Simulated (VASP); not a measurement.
# CsI (Pm-3m) in VASP: notebook

Aim: see how the results for CsI move with the level of theory and the settings. Levels: PBEsol, LDA. Tasks: relaxation of cell and atoms.

Everything below comes from runs of VASP 6.6.1. Logs are shortened: lines on timing, memory, paths and dates and some standing lists are left out, and cuts for length are marked.

## 1. The cell of the first run

It takes space group Pm-3m (No. 221, cubic). Conventional cell: a = 4.666 Å, b = 4.666 Å, c = 4.666 Å, α = 90.00°, β = 90.00°, γ = 90.00°. Cs (site symmetry m-3m) has 8 I at 4.04 Å and 6 Cs at 4.67 Å within 5.3 Å. Within 5.3 Å of I (site symmetry m-3m) lie 8 Cs at 4.04 Å and 6 I at 4.67 Å.

## 2. Relaxation of cell and atoms, PBEsol

INCAR reads:

```
PREC = Accurate ; ENCUT = 500
EDIFF = 1E-7 ; ISMEAR = -1
SIGMA = 0.02 ; LREAL = F
LASPH = T ; NELM = 120
ALGO = Normal ; ISIF = 3
LWAVE = F ; LCHARG = F
GGA = PS ; IBRION = 2
NSW = 80 ; EDIFFG = -0.005
GGA_COMPAT = F ; NELMIN = 4
```

KPOINTS reads:

```
Automatic mesh
0
Gamma
  6 6 6
```

POSCAR reads:

```
CsI
1.0
    4.6660153637      0.0000000000      0.0000000000
    0.0000000000      4.6660153637      0.0000000000
    0.0000000000      0.0000000000      4.6660153637
Cs I
1 1
Direct
    0.0000000000      0.0000000000      0.0000000000
    0.5000000000      0.5000000000      0.5000000000
```

Potentials or basis: VASP PAW PBE potentials, release 64 (Cs_sv, I).

The run is started by

```sh
$ cat potpaw_PBE.64/Cs_sv/POTCAR potpaw_PBE.64/I/POTCAR > POTCAR
$ mpirun -np 1 vasp_std > vasp.out
```

OUTCAR:

```text
PREC = Accurate
   ENCUT = 500
   EDIFF = 1E-7
   ISMEAR = -1
   LREAL = F
   LASPH = T
   NELM = 120
   ISIF = 3
   GGA = PS
   IBRION = 2
   NSW = 80
   EDIFFG = -0.005
   NELMIN = 4

 ion  position               nearest neighbor table
   1  0.000  0.000  0.000-
   2  0.500  0.500  0.500-

  LATTYP: Found a simple cubic cell.
 ALAT       =     4.6660153637

  Lattice vectors:

 A1 = (   4.6660153637,   0.0000000000,   0.0000000000)
 A2 = (   0.0000000000,   4.6660153637,   0.0000000000)
 A3 = (   0.0000000000,   0.0000000000,   4.6660153637)

Analysis of symmetry for initial positions (statically):
=====================================================================
 Subroutine PRICEL returns:
 Original cell was already a primitive cell.

 Routine SETGRP: Setting up the symmetry group for a
 simple cubic supercell.

 Subroutine GETGRP returns: Found 48 space group operations
 (whereof 48 operations were pure point group operations)
 out of a pool of 48 trial point group operations.

The static configuration has the point symmetry O_h .

Analysis of symmetry for dynamics (positions and initial velocities):
=====================================================================
 Subroutine PRICEL returns:
 Original cell was already a primitive cell.

 Routine SETGRP: Setting up the symmetry group for a
 simple cubic supercell.

 Subroutine GETGRP returns: Found 48 space group operations
 (whereof 48 operations were pure point group operations)
 out of a pool of 48 trial point group operations.

The dynamic configuration has the point symmetry O_h .

 Subroutine INISYM returns: Found 48 space group operations
 (whereof 48 operations are pure point group operations),
 and found     1 'primitive' translations

----------------------------------------------------------------------------------------

                                     Primitive cell

  volume of cell :     101.5871

  direct lattice vectors                    reciprocal lattice vectors
     4.666015364  0.000000000  0.000000000     0.214315625  0.000000000  0.000000000
     0.000000000  4.666015364  0.000000000     0.000000000  0.214315625  0.000000000
     0.000000000  0.000000000  4.666015364     0.000000000  0.000000000  0.214315625

  length of vectors
     4.666015364  4.666015364  4.666015364     0.214315625  0.214315625  0.214315625

  position of ions in fractional coordinates (direct lattice)
     0.000000000  0.000000000  0.000000000
     0.500000000  0.500000000  0.500000000

  ion indices of the primitive-cell ions
   primitive index   ion index
                 1           1
                 2           2

----------------------------------------------------------------------------------------

 KPOINTS: Automatic mesh

Automatic generation of k-mesh.
 Grid dimensions read from file:
 generate k-points for:    6    6    6

 Generating k-lattice:

  Cartesian coordinates                     Fractional coordinates (reciprocal lattice)
     0.035719271  0.000000000  0.000000000     0.166666667  0.000000000  0.000000000
     0.000000000  0.035719271  0.000000000     0.000000000  0.166666667  0.000000000
     0.000000000  0.000000000  0.035719271     0.000000000  0.000000000  0.166666667

  Length of vectors
     0.035719271  0.035719271  0.035719271

  Shift w.r.t. Gamma in fractional coordinates (k-lattice)
     0.000000000  0.000000000  0.000000000

 Subroutine IBZKPT returns following result:
 ===========================================

 Found     20 irreducible k-points:

 Following reciprocal coordinates:
            Coordinates               Weight
  0.000000  0.000000  0.000000      1.000000
  0.166667  0.000000  0.000000      6.000000
  0.333333  0.000000  0.000000      6.000000
  0.500000  0.000000  0.000000      3.000000
  0.166667  0.166667  0.000000     12.000000
  0.333333  0.166667  0.000000     24.000000
[... 12 lines left out ...]
  0.500000  0.500000  0.333333      6.000000
  0.500000  0.500000  0.500000      1.000000
   k-points           NKPTS =     20   k-points in BZ     NKDIM =     20   number of bands    NBANDS=     12
   number of dos      NEDOS =    301   number of ions     NIONS =      2
   total plane-waves  NPLWV =  46656
   dimension x,y,z NGX =    36 NGY =   36 NGZ =   36
   dimension x,y,z NGXF=    72 NGYF=   72 NGZF=   72
   ions per type =               1   1
   NGX,Y,Z   is equivalent  to a cutoff of  12.83, 12.83, 12.83 a.u.
   NGXF,Y,Z  is equivalent  to a cutoff of  25.65, 25.65, 25.65 a.u.
 SYSTEM =  unknown system
   PREC   = accura    normal or accurate (medium, high low for compatibility)
   ISTART =      0    job   : 0-new  1-cont  2-samecut
   ICHARG =      2    charge: 1-file 2-atom 10-const
   ISPIN  =      1    spin polarized calculation?
   LNONCOLLINEAR =      F non collinear calculations
   LSORBIT =      F    spin-orbit coupling
   LASPH  =      T    aspherical Exc in radial PAW
   ENCUT  =  500.0 eV  36.75 Ry    6.06 a.u.   8.51  8.51  8.51*2*pi/ulx,y,z
   NELM   =    120;   NELMIN=  4; NELMDL= -5     # of ELM steps
   EDIFF  = 0.1E-06   stopping-criterion for ELM
   LREAL  =      F    real-space projection
   EDIFFG = -.5E-02   stopping-criterion for IOM
   NSW    =     80    number of steps for IOM
   IBRION =      2    ionic relax: 0-MD 1-quasi-New 2-CG
   NFREE  =      1    steps in history (QN), initial steepest desc. (CG)
   ISIF   =      3    stress and relaxation
   ISYM   =      2    0-nonsym 1-usesym 2-fastsym
   POTIM  = 0.5000    time-step for ionic-motion
   TEBEG  =    0.0;   TEEND  =   0.0 temperature during run
   PSTRESS=    0.0 pullay stress
   NELECT =      16.0000    total number of electrons
   NUPDOWN=      -1.0000    fix difference up-down
   EMIN   =  10.00;   EMAX   =-10.00  energy-range for DOS
   EFERMI =   0.00;   METHOD = LEGACY
   ISMEAR =    -1;   SIGMA  =   0.02  broadening in eV -4-tet -1-fermi 0-gaus
   EFERMI_NEDOS =   21; number of points for ismear=-14 and -15
   IALGO  =     38    algorithm
   IMIX   =      4    mixing-type and parameters
     AMIX     =   0.40;   BMIX     =  1.00
     AMIX_MAG =   1.60;   BMIX_MAG =  1.00
  volume/ion in A,a.u.               =      50.79       342.77
  Fermi-wavevector in a.u.,A,eV,Ry     =   0.884101  1.670709 10.634790  0.781635
  Thomas-Fermi vector in A             =   2.004956
   LORBIT       =      0    0 simple, 1 ext, 2 COOP (PROOUT), +10 PAW based schemes
   GGA     = PS    functional components
   LHFCALC =     F    Hartree Fock is set to
   AEXX    =    0.0000 exact exchange contribution
   IVDW    =     0    specifies the selected vdW correction
   LEPSILON=     F    determine dielectric tensor
   LRPA    =     F    only Hartree local field effects (RPA)
 conjugate gradient relaxation of ions
 non-spin polarized calculation
  energy-cutoff  :      500.00
  volume of cell :      101.59
 maximum number of plane-waves:      2601
 NGX is ok and might be reduce to    36
   NGX = 17   NGY = 17   NGZ = 17

--------------------------------------- Ionic step        1  -------------------------------------------

 number of electron      15.9999999 magnetization

 Free energy of the ion-electron system (eV)
  ---------------------------------------------------
  ext. energy  EPLUGINS =         0.00000000
  ---------------------------------------------------
  free energy    TOTEN  =        -5.74215682 eV

  energy without entropy =       -5.74215682  energy(sigma->0) =       -5.74215682

------------------------ aborting loop because EDIFF is reached ----------------------------------------

  FORCE on cell =-STRESS in cart. coord.  units (eV):
  Direction    XX          YY          ZZ          XY          YZ          ZX
  --------------------------------------------------------------------------------------
  -------------------------------------------------------------------------------------
  Total       -0.6234500     -0.6234500     -0.6234500      0.0000000      0.0000000      0.0000000
  in kB       -9.8327208     -9.8327208     -9.8327208      0.0000000      0.0000000      0.0000000
  external PRESSURE =      -9.8327208 kB  Pullay stress =       0.0000000 kB

 VOLUME and BASIS-vectors are now :
 -----------------------------------------------------------------------------
  energy-cutoff  :      500.00
  volume of cell :      101.59
      direct lattice vectors                 reciprocal lattice vectors
     4.666015364  0.000000000  0.000000000     0.214315625  0.000000000  0.000000000
     0.000000000  4.666015364  0.000000000     0.000000000  0.214315625  0.000000000
     0.000000000  0.000000000  4.666015364     0.000000000  0.000000000  0.214315625

 POSITION                                       TOTAL-FORCE (eV/Angst)
 -----------------------------------------------------------------------------------
      0.00000      0.00000      0.00000         0.000000      0.000000      0.000000
      2.33301      2.33301      2.33301         0.000000      0.000000      0.000000
 -----------------------------------------------------------------------------------
    total drift:                               -0.000000      0.000000      0.000000

  FREE ENERGIE OF THE ION-ELECTRON SYSTEM (eV)
  ---------------------------------------------------
  free  energy   TOTEN  =        -5.7421568170 eV
[... 53 lines left out ...]
 VOLUME and BASIS-vectors are now :
 -----------------------------------------------------------------------------
  energy-cutoff  :      500.00
  volume of cell :       92.45
      direct lattice vectors                 reciprocal lattice vectors
     4.521691420 -0.000000000  0.000000000     0.221156180 -0.000000000 -0.000000000
     0.000000000  4.521691420 -0.000000000     0.000000000  0.221156180 -0.000000000
     0.000000000  0.000000000  4.521691420    -0.000000000  0.000000000  0.221156180

 POSITION                                       TOTAL-FORCE (eV/Angst)
 -----------------------------------------------------------------------------------
      0.00000      0.00000      0.00000        -0.000000      0.000000      0.000000
      2.26085      2.26085      2.26085         0.000000     -0.000000      0.000000
 -----------------------------------------------------------------------------------
    total drift:                               -0.000000      0.000000      0.000000

  FREE ENERGIE OF THE ION-ELECTRON SYSTEM (eV)
  ---------------------------------------------------
  free  energy   TOTEN  =        -5.7751211135 eV

  energy  without entropy=       -5.7751211135  energy(sigma->0) =       -5.77512111

--------------------------------------- Ionic step        4  -------------------------------------------

 number of electron      16.0000000 magnetization

 Free energy of the ion-electron system (eV)
  ---------------------------------------------------
  ext. energy  EPLUGINS =         0.00000000
  ---------------------------------------------------
  free energy    TOTEN  =        -5.77525360 eV

  energy without entropy =       -5.77525360  energy(sigma->0) =       -5.77525360

 E-fermi :   1.3955     XC(G=0):  -8.1119

 val. band max:        0.9181715161   @ k =   0.5000   0.5000   0.0000
 cond. band min:       4.7391427103   @ k =   0.0000   0.0000   0.0000
 fundamental gap:      3.8209711941
 Fermi energy:         1.3955403787

 k-point     1 :       0.0000    0.0000    0.0000
  band No.  band energies     occupation
      1     -19.3996      2.00000
      2      -9.8345      2.00000
      3      -6.0777      2.00000
      4      -6.0777      2.00000
      5      -6.0777      2.00000
      6       0.8344      2.00000
      7       0.8344      2.00000
      8       0.8344      2.00000
      9       4.7391      0.00000
     10       4.9350      0.00000
     11       4.9350      0.00000
     12       8.7375      0.00000

 k-point     2 :       0.1667    0.0000    0.0000
  band No.  band energies     occupation
      1     -19.3922      2.00000
      2      -9.8385      2.00000
      3      -6.1221      2.00000
      4      -6.0589      2.00000
      5      -6.0589      2.00000
      6       0.3128      2.00000
      7       0.7890      2.00000
      8       0.7890      2.00000
      9       5.1082      0.00000
     10       5.3160      0.00000
     11       5.6267      0.00000
     12       8.6465      0.00000
[... 281 lines left out ...]
 VOLUME and BASIS-vectors are now :
 -----------------------------------------------------------------------------
  energy-cutoff  :      500.00
  volume of cell :       91.84
      direct lattice vectors                 reciprocal lattice vectors
     4.511733641 -0.000000000  0.000000000     0.221644290 -0.000000000 -0.000000000
     0.000000000  4.511733641 -0.000000000     0.000000000  0.221644290 -0.000000000
     0.000000000  0.000000000  4.511733641    -0.000000000  0.000000000  0.221644290

 POSITION                                       TOTAL-FORCE (eV/Angst)
 -----------------------------------------------------------------------------------
      0.00000      0.00000      0.00000        -0.000000      0.000000      0.000000
      2.25587      2.25587      2.25587         0.000000     -0.000000      0.000000
 -----------------------------------------------------------------------------------
    total drift:                               -0.000000      0.000000      0.000000

  FREE ENERGIE OF THE ION-ELECTRON SYSTEM (eV)
  ---------------------------------------------------
  free  energy   TOTEN  =        -5.7752535970 eV

  energy  without entropy=       -5.7752535970  energy(sigma->0) =       -5.77525360

 reached required accuracy - stopping structural energy minimisation
```

It took 1.8 min on 1 thread of Intel Xeon 8259CL, shared host; peak memory 0.23 GiB.

Results:

* Free energy: -5.7753 eV
* Relaxed volume: 45.92 Å³/atom
* Relaxed cell: a = 4.512 Å, b = 4.512 Å, c = 4.512 Å, α = 90.00°, β = 90.00°, γ = 90.00°
* Space group after relaxing (to 0.1 Å): Pm-3m (No. 221)
* Energy gained by relaxing: 16.5 meV/atom
* Ionic steps: 4
* Pressure after relaxing: 0.0 GPa
* Band gap on the k mesh: 3.82 eV (least direct gap 3.90 eV)

The path:
```csv
step,energy change (eV),largest force (eV/Å),pressure (GPa),volume (Å³)
1,0.0000,0.0000,-0.98,101.59
2,-0.0227,0.0000,-0.61,97.07
3,-0.0330,0.0000,-0.08,92.45
4,-0.0331,0.0000,0.01,91.84
```

Final structure:
```yaml
crystal:
  lattice:
    - [4.51173, 0.00000, 0.00000]
    - [0.00000, 4.51173, 0.00000]
    - [0.00000, 0.00000, 4.51173]
  atoms:
    - { symbol: Cs, position: [0.00000, 0.00000, 0.00000] }
    - { symbol: I, position: [0.50000, 0.50000, 0.50000] }
```

Caveat: the PAW data sets were made with another functional, which shifts forces and pressure a little; spin-orbit coupling is left out, which moves the levels of the heavy elements.

## 3. Relaxation of cell and atoms, LDA

INCAR reads:

```
SYSTEM = CsI
PREC     = Accurate       ! precision mode
ENCUT    = 500            ! plane-wave cutoff, eV
EDIFF    = 1E-7           ! SCF threshold, eV
ISMEAR   = -1             ! smearing method
SIGMA    = 0.02           ! smearing width, eV
LREAL    = .False.        ! projectors in reciprocal space
LASPH    = .True.         ! aspherical terms in the spheres
NELM     = 120            ! most SCF steps
ALGO     = Normal         ! electronic algorithm
ISIF     = 3              ! what is computed and relaxed
LWAVE    = .False.        ! write WAVECAR
LCHARG   = .False.        ! write CHGCAR
IBRION   = 2              ! ionic algorithm
NSW      = 80             ! ionic steps
EDIFFG   = -0.005         ! ionic threshold
GGA_COMPAT= .False.      
NELMIN   = 4
```

KPOINTS reads:

```
Automatic mesh
0
Gamma
  6 6 6
  0 0 0
```

POSCAR is that of step 2.

Potentials or basis: VASP PAW LDA potentials, release 64 (Cs_sv, I).

The run is started by

```sh
$ cat potpaw_LDA.64/Cs_sv/POTCAR potpaw_LDA.64/I/POTCAR > POTCAR
$ mpirun -np 1 vasp_std > vasp.out
```

It took 3.2 min on 1 thread of Intel Xeon 8259CL, shared host; peak memory 0.2 GiB.

It converged, with:

- Free energy: -6.1881 eV
- Relaxed volume: 42.85 Å³/atom
- Relaxed cell: a = 4.409 Å, b = 4.409 Å, c = 4.409 Å, α = 90.00°, β = 90.00°, γ = 90.00°
- Space group after relaxing (to 0.1 Å): Pm-3m (No. 221)
- Energy gained by relaxing: 55.0 meV/atom
- Ionic steps: 18
- Pressure after relaxing: 0.0 GPa
- Band gap on the k mesh: 3.78 eV (least direct gap 3.84 eV)

The path:
```tsv
step	energy change (eV)	largest force (eV/Å)	pressure (GPa)	volume (Å³)
1	0.0000	0.0000	-1.86	101.59
2	-0.0808	0.0000	-1.14	93.18
3	-0.1094	0.0000	-0.19	86.72
4	-0.1100	0.0000	0.03	85.55
5	-0.1100	0.0000	-0.03	85.85
6	-0.1100	0.0000	-0.03	85.85
7	-0.1100	0.0000	-0.03	85.84
8	-0.1100	0.0000	-0.03	85.84
9	-0.1100	0.0000	-0.03	85.84
10	-0.1100	0.0000	-0.03	85.84
11	-0.1100	0.0000	-0.03	85.84
12	-0.1100	0.0000	-0.03	85.84
13	-0.1100	0.0000	-0.03	85.84
14	-0.1100	0.0000	-0.03	85.84
15	-0.1100	0.0000	-0.03	85.83
16	-0.1100	0.0000	-0.03	85.81
17	-0.1100	0.0000	-0.02	85.77
18	-0.1100	0.0000	0.00	85.70
```

Final structure:
```
CELL_PARAMETERS angstrom
4.40878 0.00000 0.00000
0.00000 4.40878 0.00000
0.00000 0.00000 4.40878
ATOMIC_POSITIONS crystal
Cs 0.00000 0.00000 0.00000
I 0.50000 0.50000 0.50000
```

Levels at points of the mesh, in eV from the valence-band top:
| k point | band 6 | band 7 | band 8 | band 9 | band 10 | band 11 |
| --- | --- | --- | --- | --- | --- | --- |
| (0.00, 0.00, 0.00) | -0.06 | -0.06 | -0.06 | 3.78 | 3.78 | 3.93 |
| (0.50, 0.00, 0.00) | -1.90 | -0.32 | -0.32 | 4.90 | 6.59 | 6.73 |
| (0.50, 0.50, 0.00) | -0.94 | -0.94 | 0.00 | 3.97 | 4.77 | 5.98 |
| (0.50, 0.50, 0.50) | -1.64 | -1.64 | -1.64 | 7.34 | 7.34 | 7.34 |

Caveat: the volume moved by over 15 % at a fixed basis, so the end points are rough; spin-orbit coupling is left out, which moves the levels of the heavy elements. LDA usually gives volumes a few per cent too small.
